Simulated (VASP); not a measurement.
# BaTiO3 (Barioperovskite) (Amm2) in VASP: further runs, part 2 of 2

VASP 6.6.1. The steps go on from the part before.

### 3 Single point, LDA

This run uses another cell than the first one, of 11.84 Å³/atom, 1.045 times its volume.

Input file INCAR:

```
SYSTEM = BaTiO3
PREC = Accurate
ENCUT = 520
EDIFF = 1E-6
ISMEAR = -1
SIGMA = 0.02
LREAL = .False.
LASPH = .True.
NELM = 80
ALGO = Normal
ISIF = 2
LWAVE = .False.
LCHARG = .False.
NBANDS = 28
```

Input file KPOINTS:

```
regular mesh
0
Gamma
  6 6 6
  0 0 0
```

Input file POSCAR:

```
BaTiO3
1.0
    3.8762527669      0.0000000000      0.0000000000
    0.0000000000      2.7591372411      2.7671610989
    0.0000000000     -2.7591372411      2.7671610989
Ba Ti O
1 1 3
Direct
    0.0000000000      0.0000000000      0.0000000000
    0.5000000000      0.5124000000      0.5124000000
    0.0000000000      0.4874000000      0.4874000000
    0.5000000000      0.5052400000      0.9918400000
    0.5000000000      0.9918400000      0.5052400000
```

Potentials or basis: VASP PAW LDA potentials, release 64 (Ba_sv, Ti_sv, O).

Started as:

```console
> cat potpaw_LDA.64/Ba_sv/POTCAR potpaw_LDA.64/Ti_sv/POTCAR potpaw_LDA.64/O/POTCAR > POTCAR
> mpirun -np 1 vasp_std > vasp.out
```

OUTCAR:

```text
SYSTEM = BaTiO3
   PREC = Accurate
   ENCUT = 520
   EDIFF = 1E-6
   ISMEAR = -1
   LREAL = .False.
   LASPH = .True.
   NELM = 80
   ISIF = 2

 ion  position               nearest neighbor table
   1  0.000  0.000  0.000-   3 2.70   4 2.74   5 2.74   4 2.74   5 2.74   3 2.76   3 2.76   4 2.77
                             5 2.77   5 2.77   4 2.77   3 2.84   2 3.32   2 3.32   2 3.37   2 3.37
   2  0.500  0.512  0.512-   4 1.87   5 1.87   3 1.94   3 1.94   5 2.03   4 2.03   1 3.32   1 3.32
                             1 3.37   1 3.37   1 3.37   1 3.37   1 3.43   1 3.43
   3  0.000  0.487  0.487-   2 1.94   2 1.94   1 2.70   1 2.76   1 2.76   1 2.84
   4  0.500  0.505  0.992-   2 1.87   2 2.03   1 2.74   1 2.74   1 2.77   1 2.77
   5  0.500  0.992  0.505-   2 1.87   2 2.03   1 2.74   1 2.74   1 2.77   1 2.77

  LATTYP: Found a base centered orthorhombic cell.
 ALAT       =     5.5182744822
 B/A-ratio  =     1.0029081039
 C/A-ratio  =     0.7024392823

  Lattice vectors:

 A1 = (   0.0000000000,   2.7591372411,  -2.7671610989)
 A2 = (   0.0000000000,   2.7591372411,   2.7671610989)
 A3 = (   3.8762527669,   0.0000000000,   0.0000000000)

Analysis of symmetry for initial positions (statically):
[... 184 lines left out ...]
 Fermi energy:         4.7029937352

 k-point     1 :       0.0000    0.0000    0.0000
  band No.  band energies     occupation
      1     -51.2944      2.00000
      2     -27.9830      2.00000
      3     -27.9783      2.00000
      4     -27.9616      2.00000
      5     -20.3475      2.00000
      6     -12.5706      2.00000
[... 733 lines left out ...]
     27      12.7349      0.00000
     28      13.2161      0.00000

 [... further k-points ...]

------------------------ aborting loop because EDIFF is reached ----------------------------------------

  FORCE on cell =-STRESS in cart. coord.  units (eV):
  Direction    XX          YY          ZZ          XY          YZ          ZX
  --------------------------------------------------------------------------------------
  -------------------------------------------------------------------------------------
  Total        3.6686638      3.7434877      3.4547198      0.0000000      0.0000000      0.0000000
  in kB       99.3044400    101.3297954     93.5133435      0.0000000      0.0000000      0.0000000
  external PRESSURE =      98.0491929 kB  Pullay stress =       0.0000000 kB

 VOLUME and BASIS-vectors are now :
 -----------------------------------------------------------------------------
  energy-cutoff  :      520.00
  volume of cell :       59.19
      direct lattice vectors                 reciprocal lattice vectors
     3.876252767  0.000000000  0.000000000     0.257981112  0.000000000  0.000000000
     0.000000000  2.759137241  2.767161099     0.000000000  0.181216067  0.180690600
     0.000000000 -2.759137241  2.767161099     0.000000000 -0.181216067  0.180690600

 POSITION                                       TOTAL-FORCE (eV/Angst)
 -----------------------------------------------------------------------------------
      0.00000      0.00000      0.00000         0.000000      0.000000      0.177563
      1.93813      0.00000      2.83579         0.000000      0.000000     -0.265098
      0.00000      0.00000      2.69743         0.000000      0.000000      0.182129
      1.93813     -1.34260      4.14266         0.000000     -0.296858     -0.047297
      1.93813      1.34260      4.14266         0.000000      0.296858     -0.047297
 -----------------------------------------------------------------------------------
    total drift:                                0.000000      0.000000      0.000259

  FREE ENERGIE OF THE ION-ELECTRON SYSTEM (eV)
  ---------------------------------------------------
  free  energy   TOTEN  =       -44.0644968776 eV

  energy  without entropy=      -44.0644968776  energy(sigma->0) =      -44.06449688
```

OSZICAR:

```text
N       E                     dE             d eps       ncg     rms          rms(c)
DAV:   1     0.429125469992E+03    0.42913E+03   -0.21087E+04  2912   0.157E+03
DAV:   2    -0.102480880489E+02   -0.43937E+03   -0.41764E+03  3328   0.433E+02
DAV:   3    -0.523212772750E+02   -0.42073E+02   -0.41700E+02  3960   0.133E+02
DAV:   4    -0.543172648017E+02   -0.19960E+01   -0.19922E+01  4420   0.245E+01
DAV:   5    -0.543614798703E+02   -0.44215E-01   -0.44204E-01  3844   0.306E+00    0.248E+01
DAV:   6    -0.442990929369E+02    0.10062E+02   -0.53051E+01  4044   0.696E+01    0.103E+01
DAV:   7    -0.442157259304E+02    0.83367E-01   -0.87758E+00  3828   0.225E+01    0.762E+00
DAV:   8    -0.440664792036E+02    0.14925E+00   -0.88325E-01  3640   0.917E+00    0.268E+00
DAV:   9    -0.440803973270E+02   -0.13918E-01   -0.19060E-01  3568   0.276E+00    0.113E+00
DAV:  10    -0.440654920344E+02    0.14905E-01   -0.93356E-02  3580   0.299E+00    0.276E-01
DAV:  11    -0.440645984516E+02    0.89358E-03   -0.62083E-03  3972   0.536E-01    0.682E-02
DAV:  12    -0.440645121702E+02    0.86281E-04   -0.48658E-04  3320   0.230E-01    0.386E-02
DAV:  13    -0.440645146144E+02   -0.24442E-05   -0.17110E-04  4148   0.138E-01    0.399E-02
DAV:  14    -0.440644964503E+02    0.18164E-04   -0.75231E-05  4040   0.771E-02    0.795E-03
DAV:  15    -0.440644968776E+02   -0.42736E-06   -0.46113E-06  3316   0.137E-02
   1 F= -.44064497E+02 E0= -.44064497E+02  d E =-.429166E-13
```

stdout:

```text
POSCAR found type information on POSCAR BaTiO
 POSCAR found :  3 types and       5 ions
 scaLAPACK will be used
 LDA part: xc-table for (Slater(with rela. corr.)+CA(PZ))
 , standard interpolation
 POSCAR, INCAR and KPOINTS ok, starting setup
 FFT: planning ... GRIDC
 FFT: planning ... GRID_SOFT
 FFT: planning ... GRID
 WAVECAR not read
 entering main loop
```

Run time: 2.6 min. Hardware: 1 thread of AMD EPYC 7R13, shared host; peak memory 0.18 GiB.

Results:

```yaml
Free_energy: -44.0645 eV
Pressure: 9.8 GPa
Largest_force: 0.301 eV/Å
Band_gap_on_the_k_mesh: 1.92 eV, indirect (least direct gap 2.03 eV)
```

Forces on the atoms (eV/Å):
```
Ba   0.000  0.000  0.178
Ti   0.000  0.000 -0.265
O    0.000  0.000  0.182
O    0.000 -0.297 -0.047
O    0.000  0.297 -0.047
```

Stress tensor (GPa, compression positive):
```
 9.93  0.00  0.00
 0.00 10.13  0.00
 0.00  0.00  9.35
```

Caveat: spin-orbit coupling is left out, which moves the levels of the heavy elements.
